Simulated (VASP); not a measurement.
Here is a VASP 6.6.1 calculation.

File INCAR:

```
SYSTEM = SiO2
PREC = Accurate ; ENCUT = 600
EDIFF = 1E-6 ; ISMEAR = 0
SIGMA = 0.01 ; LREAL = .FALSE.
LASPH = .TRUE. ; NELM = 120
ALGO = Normal ; ISIF = 2
LWAVE = .FALSE. ; LCHARG = .FALSE.
GGA = CA ; NBANDS = 44
GGA_COMPAT = .FALSE.
```

Contents of KPOINTS:

```
regular mesh
0
G
  6 6 4
  0 0 0
```

POSCAR

```
SiO2
1.0
    5.0690738885      0.0000000000      0.0000000000
   -2.5345369442      4.3899467611      0.0000000000
    0.0000000000      0.0000000000      8.5584885400
Si O
4 8
Direct
    0.3333333333      0.6666666667      0.4371258000
    0.3333333333      0.6666666667      0.0628742000
    0.6666666667      0.3333333333      0.5628742000
    0.6666666667      0.3333333333      0.9371258000
    0.4212587450      0.0000000000      0.0000000000
    0.3333333333      0.6666666667      0.2500000000
    0.6666666667      0.3333333333      0.7500000000
    0.0000000000      0.5787412550      0.5000000000
    0.5787412550      0.5787412550      0.0000000000
    0.5787412550      0.0000000000      0.5000000000
    0.4212587450      0.4212587450      0.5000000000
    0.0000000000      0.4212587450      0.0000000000
```

Potentials or basis: VASP PAW LDA potentials, release 64 (Si, O).

Launch:

```console
$ cat potpaw_LDA.64/Si/POTCAR potpaw_LDA.64/O/POTCAR > POTCAR
$ mpirun -np 1 vasp_std > vasp.out
```

(1) What does it give for the band gap on the k mesh?

(2) Predict the largest force.

(3) Predict the pressure.

Results:

(1) 5.38 eV (least direct gap 5.43 eV).

(2) 0.043 eV/Å.

(3) -1.2 GPa.
